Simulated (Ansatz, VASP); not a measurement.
# H: VASP beside Ansatz

```
H
1.0
     1.72392   -2.76807   -0.00908
     1.72392    2.76807   -0.00908
    -0.03479    0.00000    6.57213
H
4
Direct
  0.56646 0.41414 0.00539
  0.43859 0.58080 0.99461
  0.41414 0.56646 0.50539
  0.58080 0.43859 0.49461
```

Alike in both runs: task single point; functional PBEsol; k mesh 8 × 8 × 4; occupations gaussian, width 0.02 eV; no spin polarisation.

|  | VASP | Ansatz |
| --- | --- | --- |
| version | VASP 6.6.1 | Ansatz 0.2.0 |
| potentials or method | VASP PAW PBE potentials, release 64 (H), cutoff 520 eV | scalar-relativistic, plane waves, PAW |
| valence electrons in the cell | 4 | 4 |

```csv
,VASP,Ansatz,Ansatz less VASP
gap on the k mesh at the Fermi level (eV),7.52,7.52,+0.002
least direct gap on the mesh (eV),7.52,7.52,+0.002
pressure (GPa),-2.4,-2.3,+0.11
"traceless stress, the component that is largest in VASP (GPa)",-4.73,-4.76,-0.029
rms of the force components (eV/Å),0.978,0.985,+0.0069
```

VASP's potentials were made for PBE, not for PBEsol. Atom by atom the forces differ by 0.007 eV/Å (rms over components).
